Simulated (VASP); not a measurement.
A run of VASP 6.6.1 is set up as follows.

The input INCAR:

```
SYSTEM = WSe3
PREC = Accurate
ENCUT = 520
EDIFF = 1E-6
ISMEAR = 0
SIGMA = 0.1
LREAL = .False.
LASPH = .True.
NELM = 150
ALGO = Normal
ISIF = 2
LWAVE = .False.
LCHARG = .True.
ISPIN = 2
MAGMOM = 0 0 0 0 0 0 0 0
LORBIT = 11
LMAXMIX = 4
GGA = PE
LELF = .True.
LVHAR = .True.
NBANDS = 46
```

The input KPOINTS:

```
regular mesh
0
Gamma
  6 6 2
  0 0 0
```

File POSCAR:

```
WSe3
1.0
    4.6463333342      0.0000000000      0.0000000000
   -2.3231666671      4.0238427019      0.0000000000
    0.0000000000      0.0000000000      8.1385251809
W Se
2 6
Direct
    0.3333333333      0.6666666667      0.2500000000
    0.6666666667      0.3333333333      0.7500000000
    0.0000000000      0.0000000000      0.2500000000
    0.0000000000      0.0000000000      0.7500000000
    0.3333333333      0.6666666667      0.5795606809
    0.6666666667      0.3333333333      0.0795606809
    0.6666666667      0.3333333333      0.4204393191
    0.3333333333      0.6666666667      0.9204393191
```

Potentials or basis: VASP PAW PBE potentials, release 64 (W_sv, Se).

Launch:

```sh
$ cat potpaw_PBE.64/W_sv/POTCAR potpaw_PBE.64/Se/POTCAR > POTCAR
$ mpirun -np 1 vasp_std > vasp.out
```

(1) What does it give for the band gap on the k mesh?

(2) Predict the pressure.

(3) Estimate the net moment.

(4) Estimate the largest force.

Answers

(1) zero (filled and empty bands overlap).

(2) 0.1 GPa.

(3) 0.00 μB per cell.

(4) 0.004 eV/Å.

Caveat: the k points lie up to 0.39 Å⁻¹ apart; spin-orbit coupling is left out, which moves the levels of the heavy elements.
